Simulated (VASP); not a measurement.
# Zn (P6_3/mmc) in VASP: notebook, part 2 of 2

VASP 6.6.1. Earlier steps stand in the parts before.

### 3 Single point, RPBE

This run uses another cell than the first one, of 15.91 Å³/atom.

INCAR

```
PREC = Accurate ; ENCUT = 520
EDIFF = 1E-6 ; ISMEAR = -1
SIGMA = 0.1 ; LREAL = False
LASPH = True ; NELM = 60
ALGO = Normal ; ISIF = 2
LWAVE = False ; LCHARG = False
GGA = RP ; NBANDS = 32
```

KPOINTS

```
regular mesh
0
Gamma
  18 18 4
```

POSCAR

```
Zn
1.0
    2.6967774931      0.0000000000      0.0000000000
   -1.3483887465      2.3354778174      0.0000000000
    0.0000000000      0.0000000000     10.1053394489
Zn
4
Direct
    1.0000000000      0.0000000000      1.0000000000
    1.0000000000      1.0000000000      0.5000000000
    0.3333333333      0.6666666667      0.2500000000
    0.6666666667      0.3333333333      0.7500000000
```

Potentials or basis: VASP PAW PBE potentials, release 64 (Zn).

Command:

```
> cat potpaw_PBE.64/Zn/POTCAR > POTCAR
> mpirun -np 1 vasp_std > vasp.out
```

OUTCAR:

```text
PREC = Accurate
   ENCUT = 520
   EDIFF = 1E-6
   ISMEAR = -1
   LREAL = False
   LASPH = True
   NELM = 60
   ISIF = 2
   GGA = RP

 ion  position               nearest neighbor table
   1  0.000  0.000  0.000-   3 2.97   4 2.97   3 2.97   4 2.97   4 2.97   3 2.97
   2  0.000  0.000  0.500-   3 2.97   4 2.97   3 2.97   4 2.97   4 2.97   3 2.97
   3  0.333  0.667  0.250-   1 2.97   2 2.97   1 2.97   2 2.97   1 2.97   2 2.97
   4  0.667  0.333  0.750-   1 2.97   2 2.97   1 2.97   2 2.97   1 2.97   2 2.97

  LATTYP: Found a hexagonal cell.
 ALAT       =     2.6967774931
 C/A-ratio  =     3.7471906654

  Lattice vectors:

 A1 = (   2.6967774931,   0.0000000000,   0.0000000000)
 A2 = (  -1.3483887465,   2.3354778174,   0.0000000000)
 A3 = (   0.0000000000,   0.0000000000,  10.1053394489)

Analysis of symmetry for initial positions (statically):
=====================================================================
 Subroutine PRICEL returns:
 Original cell was already a primitive cell.

 Routine SETGRP: Setting up the symmetry group for a
 hexagonal supercell.

 Subroutine GETGRP returns: Found 24 space group operations
 (whereof 12 operations were pure point group operations)
 out of a pool of 24 trial point group operations.

The static configuration has the point symmetry D_3d.
 The point group associated with its full space group is D_6h.

Analysis of symmetry for dynamics (positions and initial velocities):
=====================================================================
 Subroutine PRICEL returns:
 Original cell was already a primitive cell.

 Routine SETGRP: Setting up the symmetry group for a
 hexagonal supercell.

 Subroutine GETGRP returns: Found 24 space group operations
 (whereof 12 operations were pure point group operations)
 out of a pool of 24 trial point group operations.

The dynamic configuration has the point symmetry D_3d.
 The point group associated with its full space group is D_6h.

 Subroutine INISYM returns: Found 24 space group operations
 (whereof 12 operations are pure point group operations),
 and found     1 'primitive' translations

----------------------------------------------------------------------------------------

                                     Primitive cell

  volume of cell :      63.6461

  direct lattice vectors                    reciprocal lattice vectors
     2.696777493  0.000000000  0.000000000     0.370812943  0.214088953  0.000000000
    -1.348388746  2.335477817  0.000000000     0.000000000  0.428177905  0.000000000
     0.000000000  0.000000000 10.105339449     0.000000000  0.000000000  0.098957586

  length of vectors
     2.696777493  2.696777493 10.105339449     0.428177905  0.428177905  0.098957586

  position of ions in fractional coordinates (direct lattice)
     0.000000000  0.000000000  0.000000000
     0.000000000  0.000000000  0.500000000
     0.333333333  0.666666667  0.250000000
     0.666666667  0.333333333  0.750000000

  ion indices of the primitive-cell ions
   primitive index   ion index
                 1           1
                 2           2
                 3           3
                 4           4

----------------------------------------------------------------------------------------

 KPOINTS: regular mesh

Automatic generation of k-mesh.
 Grid dimensions read from file:
 generate k-points for:   18   18    4

 Generating k-lattice:

  Cartesian coordinates                     Fractional coordinates (reciprocal lattice)
     0.020600719  0.011893831  0.000000000     0.055555556  0.000000000  0.000000000
     0.000000000  0.023787661  0.000000000     0.000000000  0.055555556  0.000000000
     0.000000000  0.000000000  0.024739397     0.000000000  0.000000000  0.250000000

  Length of vectors
     0.023787661  0.023787661  0.024739397

  Shift w.r.t. Gamma in fractional coordinates (k-lattice)
     0.000000000  0.000000000  0.000000000

 Subroutine IBZKPT returns following result:
 ===========================================

 Found    111 irreducible k-points:

 Following reciprocal coordinates:
            Coordinates               Weight
  0.000000  0.000000  0.000000      1.000000
  0.055556  0.000000  0.000000      6.000000
  0.111111  0.000000  0.000000      6.000000
  0.166667  0.000000  0.000000      6.000000
  0.222222  0.000000  0.000000      6.000000
  0.277778  0.000000  0.000000      6.000000
[... 16 lines left out ...]
  0.333333  0.111111  0.000000     12.000000
  0.388889  0.111111  0.000000     12.000000
 [... further k-points ...]
   k-points           NKPTS =    111   k-points in BZ     NKDIM =    111   number of bands    NBANDS=     32
   number of dos      NEDOS =    301   number of ions     NIONS =      4
   total plane-waves  NPLWV =  32000
   dimension x,y,z NGX =    20 NGY =   20 NGZ =   80
   dimension x,y,z NGXF=    40 NGYF=   40 NGZF=  160
   ions per type =               4
   NGX,Y,Z   is equivalent  to a cutoff of  12.33, 12.33, 13.16 a.u.
   NGXF,Y,Z  is equivalent  to a cutoff of  24.66, 24.66, 26.32 a.u.
 SYSTEM =  unknown system
   PREC   = accura    normal or accurate (medium, high low for compatibility)
   ISTART =      0    job   : 0-new  1-cont  2-samecut
   ICHARG =      2    charge: 1-file 2-atom 10-const
   ISPIN  =      1    spin polarized calculation?
   LNONCOLLINEAR =      F non collinear calculations
   LSORBIT =      F    spin-orbit coupling
   LASPH  =      T    aspherical Exc in radial PAW
   ENCUT  =  520.0 eV  38.22 Ry    6.18 a.u.   5.01  5.01 18.79*2*pi/ulx,y,z
   NELM   =     60;   NELMIN=  2; NELMDL= -5     # of ELM steps
   EDIFF  = 0.1E-05   stopping-criterion for ELM
   LREAL  =      F    real-space projection
[... 7 lines left out ...]
   TEBEG  =    0.0;   TEEND  =   0.0 temperature during run
   PSTRESS=    0.0 pullay stress
   NELECT =      48.0000    total number of electrons
   NUPDOWN=      -1.0000    fix difference up-down
   EMIN   =  10.00;   EMAX   =-10.00  energy-range for DOS
   EFERMI =   0.00;   METHOD = LEGACY
   ISMEAR =    -1;   SIGMA  =   0.10  broadening in eV -4-tet -1-fermi 0-gaus
   EFERMI_NEDOS =   21; number of points for ismear=-14 and -15
   IALGO  =     38    algorithm
   IMIX   =      4    mixing-type and parameters
     AMIX     =   0.40;   BMIX     =  1.00
     AMIX_MAG =   1.60;   BMIX_MAG =  1.00
  volume/ion in A,a.u.               =      15.91       107.38
  Fermi-wavevector in a.u.,A,eV,Ry     =   1.490155  2.815984 30.212562  2.220561
  Thomas-Fermi vector in A             =   2.602972
   LORBIT       =      0    0 simple, 1 ext, 2 COOP (PROOUT), +10 PAW based schemes
   GGA     = RP    functional components
   LHFCALC =     F    Hartree Fock is set to
   AEXX    =    0.0000 exact exchange contribution
   IVDW    =     0    specifies the selected vdW correction
   LEPSILON=     F    determine dielectric tensor
   LRPA    =     F    only Hartree local field effects (RPA)
 non-spin polarized calculation
  energy-cutoff  :      520.00
  volume of cell :       63.65
 maximum number of plane-waves:      1743
 NGX is ok and might be reduce to    20
   NGX =  9   NGY =  9   NGZ = 37

 number of electron      48.0000046 magnetization

 Free energy of the ion-electron system (eV)
  ---------------------------------------------------
  ext. energy  EPLUGINS =         0.00000000
  ---------------------------------------------------
  free energy    TOTEN  =        -2.96167490 eV

  energy without entropy =       -2.92853343  energy(sigma->0) =       -2.94510416

 E-fermi :   3.0294     XC(G=0): -11.1826

 val. band max:        3.0093254706   @ k =   0.3333   0.3333   0.0000
 cond. band min:       3.0335716701   @ k =   0.4444   0.0556   0.2500
 fundamental gap:      0.0242461995
 Fermi energy:         3.0294364681

 k-point     1 :       0.0000    0.0000    0.0000
  band No.  band energies     occupation
      1      -7.0979      2.00000
      2      -5.9175      2.00000
      3      -5.9140      2.00000
      4      -5.4701      2.00000
      5      -4.8388      2.00000
      6      -4.6254      2.00000
[... 24 lines left out ...]
     31      20.1215      0.00000
     32      20.8574      0.00000
[... 774 lines left out ...]
      2      -5.1829      2.00000
      3      -5.1757      2.00000
      4      -5.0977      2.00000
      5      -5.0331      2.00000
      6      -4.9041      2.00000
[... 24 lines left out ...]
     31      10.2475      0.00000
     32      11.7610      0.00000

 [... further k-points ...]

------------------------ aborting loop because EDIFF is reached ----------------------------------------

  FORCE on cell =-STRESS in cart. coord.  units (eV):
  Direction    XX          YY          ZZ          XY          YZ          ZX
  --------------------------------------------------------------------------------------
  -------------------------------------------------------------------------------------
  Total        0.0391636      0.0391636      0.3604931      0.0000000      0.0000000      0.0000000
  in kB        0.9858746      0.9858746      9.0747726      0.0000000      0.0000000      0.0000000
  external PRESSURE =       3.6821739 kB  Pullay stress =       0.0000000 kB

 VOLUME and BASIS-vectors are now :
 -----------------------------------------------------------------------------
  energy-cutoff  :      520.00
  volume of cell :       63.65
      direct lattice vectors                 reciprocal lattice vectors
     2.696777493  0.000000000  0.000000000     0.370812943  0.214088953  0.000000000
    -1.348388746  2.335477817  0.000000000     0.000000000  0.428177905  0.000000000
     0.000000000  0.000000000 10.105339449     0.000000000  0.000000000  0.098957586

 POSITION                                       TOTAL-FORCE (eV/Angst)
 -----------------------------------------------------------------------------------
      0.00000      0.00000      0.00000         0.000000     -0.000000     -0.000000
      0.00000      0.00000      5.05267         0.000000     -0.000000     -0.000000
     -0.00000      1.55699      2.52633         0.000000     -0.000000      0.000000
      1.34839      0.77849      7.57900        -0.000000      0.000000      0.000000
 -----------------------------------------------------------------------------------
    total drift:                                0.000000     -0.000000     -0.000000

  FREE ENERGIE OF THE ION-ELECTRON SYSTEM (eV)
  ---------------------------------------------------
  free  energy   TOTEN  =        -2.9616749015 eV

  energy  without entropy=       -2.9285334273  energy(sigma->0) =       -2.94510416
```

OSZICAR:

```text
N       E                     dE             d eps       ncg     rms          rms(c)
DAV:   1     0.293852215386E+03    0.29385E+03   -0.23472E+04  7208   0.237E+03
DAV:   2     0.151762459505E+02   -0.27868E+03   -0.26553E+03  7104   0.402E+02
DAV:   3    -0.301014835069E+01   -0.18186E+02   -0.18031E+02  8208   0.112E+02
DAV:   4    -0.322767884075E+01   -0.21753E+00   -0.21746E+00  7808   0.133E+01
DAV:   5    -0.322807655773E+01   -0.39772E-03   -0.39771E-03  8264   0.497E-01    0.510E+00
DAV:   6    -0.296718383086E+01    0.26089E+00   -0.13300E+00  8192   0.183E+01    0.401E+00
DAV:   7    -0.296369246965E+01    0.34914E-02   -0.42521E-02  7776   0.268E+00    0.214E+00
DAV:   8    -0.296158418078E+01    0.21083E-02   -0.53474E-03  9600   0.153E+00    0.961E-02
DAV:   9    -0.296161278369E+01   -0.28603E-04   -0.74947E-04 10152   0.867E-01    0.486E-02
DAV:  10    -0.296167787076E+01   -0.65087E-04   -0.26219E-04  8840   0.236E-01    0.221E-02
DAV:  11    -0.296167510387E+01    0.27669E-05   -0.76862E-05  8304   0.291E-01    0.741E-03
DAV:  12    -0.296167490151E+01    0.20236E-06   -0.76895E-06  8000   0.680E-02
   1 F= -.29616749E+01 E0= -.29451042E+01  d E =-.331415E-01
```

stdout:

```text
POSCAR found type information on POSCAR Zn
 POSCAR found :  1 types and       4 ions
 scaLAPACK will be used
 -----------------------------------------------------------------------------
|                                                                             |
|                                                                             |
|     You enforced a specific xc type in the INCAR file but a different       |
|     I HOPE YOU KNOW WHAT YOU ARE DOING!                                     |
|                                                                             |
 -----------------------------------------------------------------------------

 LDA part: xc-table for (Slater+PW92), standard interpolation
 POSCAR, INCAR and KPOINTS ok, starting setup
 FFT: planning ... GRIDC
 FFT: planning ... GRID_SOFT
 FFT: planning ... GRID
 WAVECAR not read
 entering main loop
```

Run time: 2.2 min. Hardware: 1 thread of AMD EPYC 7R13 (Zen 3), shared host; peak memory 0.25 GiB.

What came out:

- Free energy: -2.9617 eV
- Pressure: 0.4 GPa
- Band gap on the k mesh: zero (bands 24 and 25 overlap by 4.85 eV)

Caveat: the PAW data sets were made with another functional, which shifts forces and pressure a little.

The gap in the log of VASP goes by the Fermi energy; the results here count the filled bands.